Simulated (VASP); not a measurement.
Write the native input for VASP 6.6.1 that does the following.

| Quantity | Value |
| --- | --- |
| Task | single point |
| Functional | PBEsol |
| Potentials or basis | VASP PAW PBE potentials, release 64 (Al, Cu) |
| Cutoff | 520 eV |
| k mesh | 10 × 10 × 10 |
| Occupations | gaussian, width 0.15 eV |
| Spin | no spin polarisation |
| Dipole correction | no |
| Further INCAR settings | ALGO = Fast; EDIFF = 1e-07; NBANDS = 26 |

The structure of Al2Cu lies in POSCAR:

```
Al2Cu
1.0
   -3.0564500000      3.0564500000      2.3655500000
    3.0564500000     -3.0564500000      2.3655500000
    3.0564500000      3.0564500000     -2.3655500000
Al Cu
4 2
Direct
    0.1593210787      0.6593210787      0.8186421574
    0.6593210787      0.8406789213      0.5000000000
    0.8406789213      0.3406789213      0.1813578426
    0.3406789213      0.1593210787      0.5000000000
    0.7500000000      0.7500000000      0.0000000000
    0.2500000000      0.2500000000      0.0000000000
```

The input as run:

INCAR

```
SYSTEM = Al2Cu
PREC     = Accurate       ! precision mode
ENCUT    = 520            ! plane-wave cutoff, eV
EDIFF    = 1E-7           ! SCF threshold, eV
ISMEAR   = 0              ! smearing method
SIGMA    = 0.15           ! smearing width, eV
LREAL    = .False.        ! projectors in reciprocal space
LASPH    = .True.         ! aspherical terms in the spheres
NELM     = 80             ! most SCF steps
ALGO     = Fast           ! electronic algorithm
ISIF     = 2              ! what is computed and relaxed
LWAVE    = .False.        ! write WAVECAR
LCHARG   = .False.        ! write CHGCAR
GGA      = PS             ! functional
NBANDS   = 26             ! bands
```

KPOINTS

```
Automatic mesh
0
Gamma
  10 10 10
  0 0 0
```

Potentials or basis: VASP PAW PBE potentials, release 64 (Al, Cu).

Launch:

```console
$ cat potpaw_PBE.64/Al/POTCAR potpaw_PBE.64/Cu/POTCAR > POTCAR
$ mpirun -np 1 vasp_std > vasp.out
```

It gave:

```
Pressure               : -1.7 GPa
Largest force          : 0.098 eV/Å
Band gap on the k mesh : zero (bands 17 and 18 overlap by 4.70 eV)
```

Caveat: the stress differs along the axes, from -4 to 2 GPa; the PAW data sets were made with another functional, which shifts forces and pressure a little.

Wall time 6.2 min on 1 thread of Intel(R) Xeon(R) Platinum 8259CL CPU @ 2.50GHz (Skylake/Cascade Lake) (shared host), peak memory 0.37 GiB.
